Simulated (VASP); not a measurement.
# KTaO3 in VASP: further runs

The runs below take KTaO3 through electric field gradients, with LDA.

All numbers are computed with VASP 6.6.1; they aren't measurements. Logs are shortened: lines on timing, memory, paths and dates and some standing lists are left out, and cuts for length are marked.

### Step 1. The cell of the first run

The structure is cubic, space group Pm-3m (No. 221). The conventional cell has a = 3.975 Å, b = 3.975 Å, c = 3.975 Å, α = 90.00°, β = 90.00°, γ = 90.00°. Within 3.7 Å of K (site symmetry m-3m) lie 12 O at 2.81 Å and 8 Ta at 3.44 Å. Ta (site symmetry m-3m) has 6 O at 1.99 Å within 2.6 Å. O (site symmetry 4/mmm) has 2 Ta at 1.99 Å within 2.6 Å.

### Step 2. Electric field gradients, LDA (12.56 Å³/atom)

Contents of INCAR:

```
ALGO     = Normal         # electronic algorithm
EDIFF    = 1E-8           # SCF threshold, eV
ENCUT    = 520            # plane-wave cutoff, eV
GGA      = CA             # functional
GGA_COMPAT= F            
ISIF     = 2              # what is computed and relaxed
ISMEAR   = -1             # smearing method
LASPH    = T              # aspherical terms in the spheres
LCHARG   = F              # write CHGCAR
LEFG     = T            
LREAL    = F              # projectors in reciprocal space
LWAVE    = F              # write WAVECAR
NBANDS   = 28             # bands
NELM     = 120            # most SCF steps
PREC     = Accurate       # precision mode
SIGMA    = 0.01           # smearing width, eV
```

Contents of KPOINTS:

```
k-points
0
Gamma
  5 5 5
```

Contents of POSCAR:

```
KTaO3
1.0
    3.9749611044      0.0000000000      0.0000000000
    0.0000000000      3.9749611044      0.0000000000
    0.0000000000      0.0000000000      3.9749611044
K Ta O
1 1 3
Direct
    0.5000000000      0.5000000000      0.5000000000
    0.0000000000      0.0000000000      0.0000000000
    0.5000000000      0.0000000000      0.0000000000
    0.0000000000      0.5000000000      0.0000000000
    0.0000000000      0.0000000000      0.5000000000
```

Potentials or basis: VASP PAW LDA potentials, release 64 (K_sv, Ta_sv_GW, O).

Command:

```console
> cat potpaw_LDA.64/K_sv/POTCAR potpaw_LDA.64/Ta_sv_GW/POTCAR potpaw_LDA.64/O/POTCAR > POTCAR
> mpirun -np 1 vasp_std > vasp.out
```

OUTCAR:

```text
EDIFF = 1E-8
   ENCUT = 520
   GGA = CA
   ISIF = 2
   ISMEAR = -1
   LASPH = T
   LREAL = F
   NELM = 120
   PREC = Accurate

 ion  position               nearest neighbor table
   1  0.500  0.500  0.500-   3 2.81   4 2.81   5 2.81   3 2.81   4 2.81   3 2.81   5 2.81   3 2.81
                             4 2.81   5 2.81   4 2.81   5 2.81   2 3.44   2 3.44   2 3.44   2 3.44
   2  0.000  0.000  0.000-   3 1.99   4 1.99   5 1.99   5 1.99   4 1.99   3 1.99   1 3.44   1 3.44
                             1 3.44   1 3.44   1 3.44   1 3.44   1 3.44   1 3.44
   3  0.500  0.000  0.000-   2 1.99   2 1.99   1 2.81   1 2.81   1 2.81   1 2.81
   4  0.000  0.500  0.000-   2 1.99   2 1.99   1 2.81   1 2.81   1 2.81   1 2.81
   5  0.000  0.000  0.500-   2 1.99   2 1.99   1 2.81   1 2.81   1 2.81   1 2.81

  LATTYP: Found a simple cubic cell.
 ALAT       =     3.9749611044

  Lattice vectors:

 A1 = (   3.9749611044,   0.0000000000,   0.0000000000)
 A2 = (   0.0000000000,   3.9749611044,   0.0000000000)
 A3 = (   0.0000000000,   0.0000000000,   3.9749611044)

Analysis of symmetry for initial positions (statically):
=====================================================================
 Subroutine PRICEL returns:
 Original cell was already a primitive cell.

 Routine SETGRP: Setting up the symmetry group for a
 simple cubic supercell.

 Subroutine GETGRP returns: Found 48 space group operations
 (whereof 48 operations were pure point group operations)
 out of a pool of 48 trial point group operations.

The static configuration has the point symmetry O_h .

Analysis of symmetry for dynamics (positions and initial velocities):
=====================================================================
 Subroutine PRICEL returns:
 Original cell was already a primitive cell.

 Routine SETGRP: Setting up the symmetry group for a
 simple cubic supercell.

 Subroutine GETGRP returns: Found 48 space group operations
 (whereof 48 operations were pure point group operations)
 out of a pool of 48 trial point group operations.

The dynamic configuration has the point symmetry O_h .

 Subroutine INISYM returns: Found 48 space group operations
 (whereof 48 operations are pure point group operations),
[... 136 lines left out ...]

 val. band max:        2.8455258600   @ k =   0.4000   0.4000   0.4000
 cond. band min:       5.0277797186   @ k =   0.0000   0.0000   0.0000
 fundamental gap:      2.1822538586
 Fermi energy:         3.0673430686

 k-point     1 :       0.0000    0.0000    0.0000
  band No.  band energies     occupation
      1     -64.1028      2.00000
      2     -30.8418      2.00000
      3     -30.8418      2.00000
      4     -30.8418      2.00000
      5     -23.8988      2.00000
      6     -14.3194      2.00000
[... 299 lines left out ...]
     27      13.9695      0.00000
     28      14.6507      0.00000

------------------------ aborting loop because EDIFF is reached ----------------------------------------

  FORCE on cell =-STRESS in cart. coord.  units (eV):
  Direction    XX          YY          ZZ          XY          YZ          ZX
  --------------------------------------------------------------------------------------
  -------------------------------------------------------------------------------------
  Total       -1.1190834     -1.1190834     -1.1190834      0.0000000      0.0000000     -0.0000000
  in kB      -28.5479149    -28.5479149    -28.5479149      0.0000000      0.0000000     -0.0000000
  external PRESSURE =     -28.5479149 kB  Pullay stress =       0.0000000 kB

 VOLUME and BASIS-vectors are now :
 -----------------------------------------------------------------------------
  energy-cutoff  :      520.00
  volume of cell :       62.81
      direct lattice vectors                 reciprocal lattice vectors
     3.974961104  0.000000000  0.000000000     0.251574789  0.000000000  0.000000000
     0.000000000  3.974961104  0.000000000     0.000000000  0.251574789  0.000000000
     0.000000000  0.000000000  3.974961104     0.000000000  0.000000000  0.251574789

 POSITION                                       TOTAL-FORCE (eV/Angst)
 -----------------------------------------------------------------------------------
      1.98748      1.98748      1.98748         0.000000      0.000000      0.000000
      0.00000      0.00000      0.00000         0.000000      0.000000      0.000000
      1.98748      0.00000      0.00000         0.000000      0.000000      0.000000
      0.00000      1.98748      0.00000         0.000000      0.000000      0.000000
      0.00000      0.00000      1.98748         0.000000      0.000000      0.000000
 -----------------------------------------------------------------------------------
    total drift:                                0.000000     -0.000000      0.000000

  FREE ENERGIE OF THE ION-ELECTRON SYSTEM (eV)
  ---------------------------------------------------
  free  energy   TOTEN  =       -47.5976248794 eV

  energy  without entropy=      -47.5976248794  energy(sigma->0) =      -47.59762488

 Electric field gradients (V/A^2)
---------------------------------------------------------------------
 ion       V_xx      V_yy      V_zz      V_xy      V_xz      V_yz
---------------------------------------------------------------------
   1      -0.000    -0.000    -0.000     0.000    -0.000    -0.000
   2      -0.000    -0.000    -0.000     0.000     0.000     0.000
   3      12.738    -6.369    -6.369     0.000     0.000    -0.000
   4      -6.369    12.738    -6.369    -0.000    -0.000     0.000
   5      -6.369    -6.369    12.738     0.000     0.000    -0.000
---------------------------------------------------------------------

 Electric field gradients after diagonalization (V/A^2)
 (convention: |V_zz| > |V_xx| > |V_yy|)
----------------------------------------------------------------------
 ion       V_xx      V_yy      V_zz     asymmetry (V_yy - V_xx)/ V_zz
----------------------------------------------------------------------
   1      -0.000    -0.000    -0.000      -0.007
   2      -0.000    -0.000    -0.000      -0.048
   3      -6.369    -6.369    12.738       0.000
   4      -6.369    -6.369    12.738       0.000
   5      -6.369    -6.369    12.738       0.000
----------------------------------------------------------------------

           NMR quadrupolar parameters

 Cq : quadrupolar parameter    Cq=e*Q*V_zz/h
 eta: asymmetry parameters     (V_yy - V_xx)/ V_zz
 Q  : nuclear electric quadrupole moment in mb (millibarn)
----------------------------------------------------------------------
 ion       Cq(MHz)       eta       Q (mb)
----------------------------------------------------------------------
   1      -0.000      -0.007       1.000
   2      -0.000      -0.048       1.000
   3       0.031       0.000       1.000
   4       0.031       0.000       1.000
   5       0.031       0.000       1.000
----------------------------------------------------------------------
```

Wall time 12 s (1 thread of Intel Xeon 6975P-C (Granite Rapids), shared host); peak memory 0.16 GiB.

What came out:

| Item | Value |
| --- | --- |
| Free energy | -47.5976 eV |
| Pressure | -2.9 GPa |
| Band gap on the k mesh | 2.18 eV (least direct gap 2.68 eV) |
| Largest electric field gradient by atom | K -0.0; Ta -0.0; O +12.7 V/Å² |

Levels at points of the mesh, in eV from the valence-band top:
| k point | band 18 | band 19 | band 20 | band 21 | band 22 | band 23 |
| --- | --- | --- | --- | --- | --- | --- |
| (0.00, 0.00, 0.00) | -0.50 | -0.50 | -0.50 | 2.18 | 2.18 | 2.18 |

Electric field gradients, principal values (V/Å²):
```
atom   least  middle  greatest (by size)
 1 K   0.000   0.000               0.000
2 Ta   0.000   0.000               0.000
 3 O  -6.369  -6.369              12.738
 4 O  -6.369  -6.369              12.738
 5 O  -6.369  -6.369              12.738
```

Caveat: without QUAD_EFG the Cq values of the log hold for a quadrupole moment of 1 mb, not for the nuclei; spin-orbit coupling is left out, which moves the levels of the heavy elements; an odd mesh through Γ misses points on the zone boundary, where band edges can lie.

(Part 1 of 2 ends here.)
